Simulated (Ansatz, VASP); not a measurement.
**Two plane-wave programs on MgO**

File INCAR:

```
SYSTEM = MgO
  PREC = Accurate
  ENCUT = 520
  EDIFF = 1E-7
  ISMEAR = 0
  SIGMA = 0.05
  LREAL = .FALSE.
  LASPH = .TRUE.
  NELM = 100
  ALGO = Normal
  ISIF = 2
  LWAVE = .FALSE.
  LCHARG = .FALSE.
  GGA = PS
  NBANDS = 26
```

Contents of KPOINTS:

```
Automatic mesh
0
G
  6 6 6
  0 0 0
```

POSCAR

```
MgO
1.0
    4.2149416169      0.0000000000      0.0000000000
    0.0000000000     -4.2149416169      0.0000000000
    0.0000000000      0.0000000000     -4.2149416169
Mg O
4 4
Direct
    0.0000000000      0.0000000000      0.0251486283
    0.5000000000      0.5000000000      0.0000000000
    0.5000000000      0.0000000000      0.5000000000
    0.0000000000      0.5000000000      0.5000000000
    0.5000000000      0.0000000000      0.0000000000
    0.0000000000      0.5000000000      0.0000000000
    0.0000000000      0.0000000000      0.5000000000
    0.5000000000      0.5000000000      0.5000000000
```

Input for Ansatz:

```yaml
crystal:
  lattice:
    - [4.2149416169, 0.0, 0.0]
    - [0.0, -4.2149416169, 0.0]
    - [0.0, 0.0, -4.2149416169]
  atoms:
    - { symbol: Mg, position: [0.0, 0.0, 0.0251486283] }
    - { symbol: Mg, position: [0.5, 0.5, 0.0] }
    - { symbol: Mg, position: [0.5, 0.0, 0.5] }
    - { symbol: Mg, position: [0.0, 0.5, 0.5] }
    - { symbol: O, position: [0.5, 0.0, 0.0] }
    - { symbol: O, position: [0.0, 0.5, 0.0] }
    - { symbol: O, position: [0.0, 0.0, 0.5] }
    - { symbol: O, position: [0.5, 0.5, 0.5] }
basis:
  ecutwfc: 420
kpoints:
  mp_grid: { grid: [6, 6, 6] }
hamiltonian:
  xc: pbesol
  pseudopotentials: { kind: paw, azcp: { folder: soft_1 } }
scf:
  occupations: { method: gaussian, width: 0.05 }
output:
  forces: true
  stress: true
  eigenvalues: true
```

Alike in both runs: task single point; functional PBEsol; k mesh 6 × 6 × 6; occupations gaussian, width 0.05 eV; no spin polarisation.

```csv
,VASP,Ansatz
version,VASP 6.6.1,Ansatz 0.2.0
potentials or method,"VASP PAW PBE potentials, release 64 (Mg, O), cutoff 520 eV","scalar-relativistic, plane waves, PAW"
valence electrons in the cell,32,64
```

```tsv
	VASP	Ansatz	Ansatz less VASP
gap on the k mesh at the Fermi level (eV)	4.61	4.62	+0.006
least direct gap on the mesh (eV)	4.61	4.62	+0.006
pressure (GPa)	-0.3	0.3	+0.59
traceless stress, the component that is largest in VASP (GPa)	0.63	0.62	-0.012
rms of the force components (eV/Å)	0.248	0.245	-0.0029
```

VASP's potentials were made for PBE, not for PBEsol, and Ansatz warns of the same on its side. Atom by atom the forces differ by 0.003 eV/Å (rms over components). The functional is the same, so the differences come from potentials, cutoffs and numerics. VASP's potentials hold 32 valence electrons a cell and Ansatz's 64, so a difference there can come from the potentials and not from the codes.
